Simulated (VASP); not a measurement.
# BiAs (rocksalt type) (Fm-3m) in VASP: further runs, part 2 of 2

VASP 6.6.1. Earlier steps stand in the parts before.

### Step 4. Single point, PBE

This run uses another cell than the first one, of 27.45 Å³/atom.

The input, INCAR:

```
SYSTEM = BiAs
ALGO = Normal ; EDIFF = 1E-7
ENCUT = 520 ; GGA = PE
ISIF = 2 ; ISMEAR = -1
LASPH = .True. ; LCHARG = .False.
LREAL = .False. ; LWAVE = .False.
NBANDS = 17 ; NELM = 100
PREC = Accurate ; SIGMA = 0.03
```

The input, KPOINTS:

```
k-points
0
Gamma
  11 11 11
  0 0 0
```

The input, POSCAR:

```
BiAs
1.0
    0.0000000000      3.0165143171      3.0165143171
    3.0165143171      0.0000000000      3.0165143171
    3.0165143171      3.0165143171      0.0000000000
As Bi
1 1
Direct
    0.0000000000      0.0000000000      0.0000000000
    0.5000000000      0.5000000000      0.5000000000
```

Potentials or basis: VASP PAW PBE potentials, release 64 (As, Bi_d).

Run with:

```bash
cat potpaw_PBE.64/As/POTCAR potpaw_PBE.64/Bi_d/POTCAR > POTCAR
mpirun -np 1 vasp_std > vasp.out
```

OUTCAR:

```text
SYSTEM = BiAs
   EDIFF = 1E-7
   ENCUT = 520
   GGA = PE
   ISIF = 2
   ISMEAR = -1
   LASPH = .True.
   LREAL = .False.
   NELM = 100
   PREC = Accurate

 ion  position               nearest neighbor table
   1  0.000  0.000  0.000-   2 3.02   2 3.02   2 3.02   2 3.02   2 3.02   2 3.02
   2  0.500  0.500  0.500-   1 3.02   1 3.02   1 3.02   1 3.02   1 3.02   1 3.02

  LATTYP: Found a face centered cubic cell.
 ALAT       =     6.0330286342

  Lattice vectors:

 A1 = (   0.0000000000,   3.0165143171,   3.0165143171)
 A2 = (   3.0165143171,   0.0000000000,   3.0165143171)
 A3 = (   3.0165143171,   3.0165143171,   0.0000000000)

Analysis of symmetry for initial positions (statically):
=====================================================================
 Subroutine PRICEL returns:
 Original cell was already a primitive cell.

 Routine SETGRP: Setting up the symmetry group for a
 face centered cubic supercell.

 Subroutine GETGRP returns: Found 48 space group operations
 (whereof 48 operations were pure point group operations)
 out of a pool of 48 trial point group operations.

The static configuration has the point symmetry O_h .

Analysis of symmetry for dynamics (positions and initial velocities):
=====================================================================
 Subroutine PRICEL returns:
 Original cell was already a primitive cell.

 Routine SETGRP: Setting up the symmetry group for a
 face centered cubic supercell.

 Subroutine GETGRP returns: Found 48 space group operations
 (whereof 48 operations were pure point group operations)
 out of a pool of 48 trial point group operations.

The dynamic configuration has the point symmetry O_h .

 Subroutine INISYM returns: Found 48 space group operations
 (whereof 48 operations are pure point group operations),
 and found     1 'primitive' translations

----------------------------------------------------------------------------------------

                                     Primitive cell

  volume of cell :      54.8967

  direct lattice vectors                    reciprocal lattice vectors
     0.000000000  3.016514317  3.016514317    -0.165754227  0.165754227  0.165754227
     3.016514317  0.000000000  3.016514317     0.165754227 -0.165754227  0.165754227
     3.016514317  3.016514317  0.000000000     0.165754227  0.165754227 -0.165754227

  length of vectors
     4.265995458  4.265995458  4.265995458     0.287094743  0.287094743  0.287094743

  position of ions in fractional coordinates (direct lattice)
     0.000000000  0.000000000  0.000000000
     0.500000000  0.500000000  0.500000000

  ion indices of the primitive-cell ions
   primitive index   ion index
                 1           1
                 2           2

----------------------------------------------------------------------------------------

 KPOINTS: k-points

Automatic generation of k-mesh.
 Grid dimensions read from file:
 generate k-points for:   11   11   11

 Generating k-lattice:

  Cartesian coordinates                     Fractional coordinates (reciprocal lattice)
    -0.015068566  0.015068566  0.015068566     0.090909091  0.000000000  0.000000000
     0.015068566 -0.015068566  0.015068566     0.000000000  0.090909091  0.000000000
     0.015068566  0.015068566 -0.015068566     0.000000000  0.000000000  0.090909091

  Length of vectors
     0.026099522  0.026099522  0.026099522

  Shift w.r.t. Gamma in fractional coordinates (k-lattice)
     0.000000000  0.000000000  0.000000000

 Subroutine IBZKPT returns following result:
 ===========================================

 Found     56 irreducible k-points:

 Following reciprocal coordinates:
            Coordinates               Weight
  0.000000  0.000000  0.000000      1.000000
  0.090909  0.000000  0.000000      8.000000
  0.181818  0.000000  0.000000      8.000000
  0.272727  0.000000  0.000000      8.000000
  0.363636  0.000000  0.000000      8.000000
  0.454545  0.000000  0.000000      8.000000
[... 16 lines left out ...]
 -0.272727  0.181818  0.000000     24.000000
 -0.181818  0.181818  0.000000     12.000000
 [... further k-points ...]
   k-points           NKPTS =     56   k-points in BZ     NKDIM =     56   number of bands    NBANDS=     17
   number of dos      NEDOS =    301   number of ions     NIONS =      2
   total plane-waves  NPLWV =  32768
   dimension x,y,z NGX =    32 NGY =   32 NGZ =   32
   dimension x,y,z NGXF=    64 NGYF=   64 NGZF=   64
   ions per type =               1   1
   NGX,Y,Z   is equivalent  to a cutoff of  12.47, 12.47, 12.47 a.u.
   NGXF,Y,Z  is equivalent  to a cutoff of  24.94, 24.94, 24.94 a.u.
 SYSTEM =  BiAs
   PREC   = accura    normal or accurate (medium, high low for compatibility)
   ISTART =      0    job   : 0-new  1-cont  2-samecut
   ICHARG =      2    charge: 1-file 2-atom 10-const
   ISPIN  =      1    spin polarized calculation?
   LNONCOLLINEAR =      F non collinear calculations
   LSORBIT =      F    spin-orbit coupling
   LASPH  =      T    aspherical Exc in radial PAW
   ENCUT  =  520.0 eV  38.22 Ry    6.18 a.u.   7.93  7.93  7.93*2*pi/ulx,y,z
   NELM   =    100;   NELMIN=  2; NELMDL= -5     # of ELM steps
   EDIFF  = 0.1E-06   stopping-criterion for ELM
   LREAL  =      F    real-space projection
   EDIFFG = 0.1E-05   stopping-criterion for IOM
   NSW    =      0    number of steps for IOM
   IBRION =     -1    ionic relax: 0-MD 1-quasi-New 2-CG
   NFREE  =      0    steps in history (QN), initial steepest desc. (CG)
   ISIF   =      2    stress and relaxation
   ISYM   =      2    0-nonsym 1-usesym 2-fastsym
   POTIM  = 0.5000    time-step for ionic-motion
   TEBEG  =    0.0;   TEEND  =   0.0 temperature during run
   PSTRESS=    0.0 pullay stress
   NELECT =      20.0000    total number of electrons
   NUPDOWN=      -1.0000    fix difference up-down
   EMIN   =  10.00;   EMAX   =-10.00  energy-range for DOS
   EFERMI =   0.00;   METHOD = LEGACY
   ISMEAR =    -1;   SIGMA  =   0.03  broadening in eV -4-tet -1-fermi 0-gaus
   EFERMI_NEDOS =   21; number of points for ismear=-14 and -15
   IALGO  =     38    algorithm
   IMIX   =      4    mixing-type and parameters
     AMIX     =   0.40;   BMIX     =  1.00
     AMIX_MAG =   1.60;   BMIX_MAG =  1.00
  volume/ion in A,a.u.               =      27.45       185.23
  Fermi-wavevector in a.u.,A,eV,Ry     =   1.169238  2.209539 18.600750  1.367117
  Thomas-Fermi vector in A             =   2.305713
   LORBIT       =      0    0 simple, 1 ext, 2 COOP (PROOUT), +10 PAW based schemes
   GGA     = PE    functional components
   LHFCALC =     F    Hartree Fock is set to
   AEXX    =    0.0000 exact exchange contribution
   IVDW    =     0    specifies the selected vdW correction
   LEPSILON=     F    determine dielectric tensor
   LRPA    =     F    only Hartree local field effects (RPA)
 non-spin polarized calculation
  energy-cutoff  :      520.00
  volume of cell :       54.90
 maximum number of plane-waves:      1494
   NGX = 15   NGY = 15   NGZ = 15

 number of electron      19.9999999 magnetization

 Free energy of the ion-electron system (eV)
  ---------------------------------------------------
  ext. energy  EPLUGINS =         0.00000000
  ---------------------------------------------------
  free energy    TOTEN  =        -8.52492448 eV

  energy without entropy =       -8.52453921  energy(sigma->0) =       -8.52473185

 E-fermi :   6.2219     XC(G=0):  -9.9155

 val. band max:        6.1546535392   @ k =  -0.1818   0.1818   0.0000
 cond. band min:       6.2852954006   @ k =   0.4545   0.0000   0.0000
 fundamental gap:      0.1306418614
 Fermi energy:         6.2219084384

 k-point     1 :       0.0000    0.0000    0.0000
  band No.  band energies     occupation
      1     -16.8896      2.00000
      2     -16.8896      2.00000
      3     -16.8896      2.00000
      4     -16.8880      2.00000
      5     -16.8880      2.00000
      6      -7.4541      2.00000
[... 9 lines left out ...]
     16      11.9544      0.00000
     17      13.6965      0.00000

 k-point     2 :       0.0909    0.0000    0.0000
  band No.  band energies     occupation
      1     -16.8894      2.00000
      2     -16.8894      2.00000
      3     -16.8893      2.00000
      4     -16.8877      2.00000
      5     -16.8877      2.00000
      6      -7.3632      2.00000
[... 9 lines left out ...]
     16      12.1356      0.00000
     17      14.4403      0.00000
[... 421 lines left out ...]
 k-point    24 :      -0.1818    0.1818    0.0000
  band No.  band energies     occupation
      1     -16.8936      2.00000
      2     -16.8930      2.00000
      3     -16.8870      2.00000
      4     -16.8825      2.00000
      5     -16.8770      2.00000
      6      -6.5051      2.00000
[... 9 lines left out ...]
     16      15.0640      0.00000
     17      15.3357      0.00000

 [... further k-points ...]
[... 5 lines left out ...]
  --------------------------------------------------------------------------------------
  -------------------------------------------------------------------------------------
  Total        0.0000736      0.0000736      0.0000736     -0.0000000      0.0000000     -0.0000000
  in kB        0.0021491      0.0021491      0.0021491     -0.0000000      0.0000000     -0.0000000
  external PRESSURE =       0.0021491 kB  Pullay stress =       0.0000000 kB

 VOLUME and BASIS-vectors are now :
 -----------------------------------------------------------------------------
  energy-cutoff  :      520.00
  volume of cell :       54.90
      direct lattice vectors                 reciprocal lattice vectors
     0.000000000  3.016514317  3.016514317    -0.165754227  0.165754227  0.165754227
     3.016514317  0.000000000  3.016514317     0.165754227 -0.165754227  0.165754227
     3.016514317  3.016514317  0.000000000     0.165754227  0.165754227 -0.165754227

 POSITION                                       TOTAL-FORCE (eV/Angst)
 -----------------------------------------------------------------------------------
      0.00000      0.00000      0.00000        -0.000000     -0.000000      0.000000
      3.01651      3.01651      3.01651         0.000000      0.000000     -0.000000
 -----------------------------------------------------------------------------------
    total drift:                               -0.000000     -0.000000      0.000000

  FREE ENERGIE OF THE ION-ELECTRON SYSTEM (eV)
  ---------------------------------------------------
  free  energy   TOTEN  =        -8.5249244824 eV

  energy  without entropy=       -8.5245392083  energy(sigma->0) =       -8.52473185
```

It took 55 s on 1 thread of Intel Xeon 8259CL, shared host; peak memory 0.21 GiB.

What came out:

```
Free energy            : -8.5249 eV
Pressure               : 0.0 GPa
Band gap on the k mesh : 0.13 eV (least direct gap 0.39 eV)
```

Caveat: spin-orbit coupling is left out, which moves the levels of the heavy elements; an odd mesh through Γ misses points on the zone boundary, where band edges can lie.

### Step 5. Single point, PBE

This run uses another cell than the first one, of 27.45 Å³/atom.

The input, INCAR:

```
SYSTEM = BiAs
  PREC = Accurate
  ENCUT = 520
  EDIFF = 1E-6
  ISMEAR = -1
  SIGMA = 0.03
  LREAL = .False.
  LASPH = .True.
  NELM = 60
  ALGO = Normal
  ISIF = 2
  LWAVE = .False.
  LCHARG = .True.
  GGA = PE
  LELF = .True.
  LVHAR = .True.
  NBANDS = 17
```

The input, KPOINTS:

```
Automatic mesh
0
Gamma
  11 11 11
  0 0 0
```

The input, POSCAR:

```
BiAs
1.0
    0.0000000000      3.0165143172      3.0165143172
    3.0165143172      0.0000000000      3.0165143172
    3.0165143172      3.0165143172      0.0000000000
As Bi
1 1
Direct
    0.0000000000      0.0000000000      0.0000000000
    0.5000000000      0.5000000000      0.5000000000
```

Potentials or basis: VASP PAW PBE potentials, release 64 (As, Bi_d).

Run with:

```bash
cat potpaw_PBE.64/As/POTCAR potpaw_PBE.64/Bi_d/POTCAR > POTCAR
mpirun -np 1 vasp_std > vasp.out
```

OUTCAR:

```text
SYSTEM = BiAs
   PREC = Accurate
   ENCUT = 520
   EDIFF = 1E-6
   ISMEAR = -1
   LREAL = .False.
   LASPH = .True.
   NELM = 60
   ISIF = 2
   GGA = PE

 ion  position               nearest neighbor table
   1  0.000  0.000  0.000-   2 3.02   2 3.02   2 3.02   2 3.02   2 3.02   2 3.02
   2  0.500  0.500  0.500-   1 3.02   1 3.02   1 3.02   1 3.02   1 3.02   1 3.02

  LATTYP: Found a face centered cubic cell.
 ALAT       =     6.0330286344

  Lattice vectors:

 A1 = (   0.0000000000,   3.0165143172,   3.0165143172)
 A2 = (   3.0165143172,   0.0000000000,   3.0165143172)
 A3 = (   3.0165143172,   3.0165143172,   0.0000000000)

Analysis of symmetry for initial positions (statically):
=====================================================================
 Subroutine PRICEL returns:
 Original cell was already a primitive cell.

 Routine SETGRP: Setting up the symmetry group for a
 face centered cubic supercell.

 Subroutine GETGRP returns: Found 48 space group operations
 (whereof 48 operations were pure point group operations)
[... 156 lines left out ...]
  ---------------------------------------------------
  ext. energy  EPLUGINS =         0.00000000
  ---------------------------------------------------
  free energy    TOTEN  =        -8.52492445 eV

  energy without entropy =       -8.52453915  energy(sigma->0) =       -8.52473180

 E-fermi :   6.2219     XC(G=0):  -9.9156

 val. band max:        6.1546203173   @ k =  -0.1818   0.1818   0.0000
 cond. band min:       6.2852383724   @ k =   0.4545   0.0000   0.0000
 fundamental gap:      0.1306180551
 Fermi energy:         6.2218681587

 k-point     1 :       0.0000    0.0000    0.0000
  band No.  band energies     occupation
      1     -16.8898      2.00000
      2     -16.8898      2.00000
      3     -16.8898      2.00000
      4     -16.8882      2.00000
      5     -16.8882      2.00000
      6      -7.4541      2.00000
[... 457 lines left out ...]
      4     -16.8826      2.00000
      5     -16.8771      2.00000
      6      -6.5051      2.00000
[... 9 lines left out ...]
     16      15.0639      0.00000
     17      15.3356      0.00000

 [... further k-points ...]
[... 5 lines left out ...]
  --------------------------------------------------------------------------------------
  -------------------------------------------------------------------------------------
  Total       -0.0001593     -0.0001593     -0.0001593      0.0000000     -0.0000000      0.0000000
  in kB       -0.0046490     -0.0046490     -0.0046490      0.0000000     -0.0000000      0.0000000
  external PRESSURE =      -0.0046490 kB  Pullay stress =       0.0000000 kB

 VOLUME and BASIS-vectors are now :
 -----------------------------------------------------------------------------
  energy-cutoff  :      520.00
  volume of cell :       54.90
      direct lattice vectors                 reciprocal lattice vectors
     0.000000000  3.016514317  3.016514317    -0.165754227  0.165754227  0.165754227
     3.016514317  0.000000000  3.016514317     0.165754227 -0.165754227  0.165754227
     3.016514317  3.016514317  0.000000000     0.165754227  0.165754227 -0.165754227

 POSITION                                       TOTAL-FORCE (eV/Angst)
 -----------------------------------------------------------------------------------
      0.00000      0.00000      0.00000         0.000000      0.000000      0.000000
      3.01651      3.01651      3.01651         0.000000      0.000000      0.000000
 -----------------------------------------------------------------------------------
    total drift:                               -0.000000     -0.000000      0.000000

  FREE ENERGIE OF THE ION-ELECTRON SYSTEM (eV)
  ---------------------------------------------------
  free  energy   TOTEN  =        -8.5249244498 eV

  energy  without entropy=       -8.5245391474  energy(sigma->0) =       -8.52473180
```

stdout:

```text
POSCAR found type information on POSCAR AsBi
 POSCAR found :  2 types and       2 ions
 scaLAPACK will be used
 LDA part: xc-table for (Slater+PW92), standard interpolation
 POSCAR, INCAR and KPOINTS ok, starting setup
 FFT: planning ... GRIDC
 FFT: planning ... GRID_SOFT
 FFT: planning ... GRID
 WAVECAR not read
 entering main loop
```

Run time: 50 s. Hardware: 1 thread of Intel Xeon 8259CL, shared host; peak memory 0.2 GiB.

Results:

* Free energy: -8.5249 eV
* Pressure: 0.0 GPa
* Band gap on the k mesh: 0.13 eV (least direct gap 0.39 eV)

Caveat: spin-orbit coupling is left out, which moves the levels of the heavy elements; an odd mesh through Γ misses points on the zone boundary, where band edges can lie.

### Step 6. Single point, PBE (28.00 Å³/atom)

This run uses another cell than the first one, of 28.00 Å³/atom.

The input, INCAR:

```
PREC = Accurate
ENCUT = 520
EDIFF = 1E-6
ISMEAR = -1
SIGMA = 0.03
LREAL = F
LASPH = T
NELM = 80
ALGO = Normal
ISIF = 2
LWAVE = F
LCHARG = F
GGA = PE
NBANDS = 17
```

The input, KPOINTS:

```
Automatic mesh
0
Gamma
  11 11 11
```

The input, POSCAR:

```
BiAs
1.0
    0.0000000000      3.0364918153      3.0364918153
    3.0364918153      0.0000000000      3.0364918153
    3.0364918153      3.0364918153      0.0000000000
As Bi
1 1
Direct
    0.0000000000      0.0000000000      0.0000000000
    0.5000000000      0.5000000000      0.5000000000
```

Potentials or basis: VASP PAW PBE potentials, release 64 (As, Bi_d).

Run with:

```bash
cat potpaw_PBE.64/As/POTCAR potpaw_PBE.64/Bi_d/POTCAR > POTCAR
mpirun -np 1 vasp_std > vasp.out
```

It took 47 s on 1 thread of Intel Xeon 8259CL, shared host; peak memory 0.21 GiB.

Results (log left out):

* Free energy: -8.5212 eV
* Pressure: -1.2 GPa
* Band gap on the k mesh: 0.13 eV (least direct gap 0.39 eV)

Levels at points of the mesh, in eV from the valence-band top:
| k point | band 6 | band 7 | band 8 | band 9 | band 10 | band 11 | band 12 | band 13 | band 14 | band 15 |
| --- | --- | --- | --- | --- | --- | --- | --- | --- | --- | --- |
| (0.00, 0.00, 0.00) | -13.44 | -6.62 | -1.47 | -1.47 | -1.47 | 3.62 | 3.62 | 3.62 | 5.83 | 5.83 |

Caveat: spin-orbit coupling is left out, which moves the levels of the heavy elements; an odd mesh through Γ misses points on the zone boundary, where band edges can lie.

### Step 7. The runs side by side

| cell | gap on the mesh (eV) | pressure (GPa) |
| --- | --- | --- |
| a = 4.180 Å, angles 60.0°, 2 atoms | 0.09 | 4.4 |
| a = 4.237 Å, angles 60.0°, 2 atoms | 0.14 | 1.3 |
| a = 4.266 Å, angles 60.0°, 2 atoms | 0.13 | 0.0 |
| a = 4.294 Å, angles 60.0°, 2 atoms | 0.13 | -1.2 |

Alike in all rows: task single point; level PBE; potentials or basis VASP PAW PBE potentials, release 64 (As, Bi_d); no spin polarisation; k mesh 11 × 11 × 11; cutoff (eV) 520; smearing fermi-dirac 0.03 eV.

Caveats: spin-orbit coupling is left out, which moves the levels of the heavy elements; an odd mesh through Γ misses points on the zone boundary, where band edges can lie; the cell stands under pressure (at least some runs).

Total energies depend on the potentials used, so only differences within one code and one set of settings carry meaning.
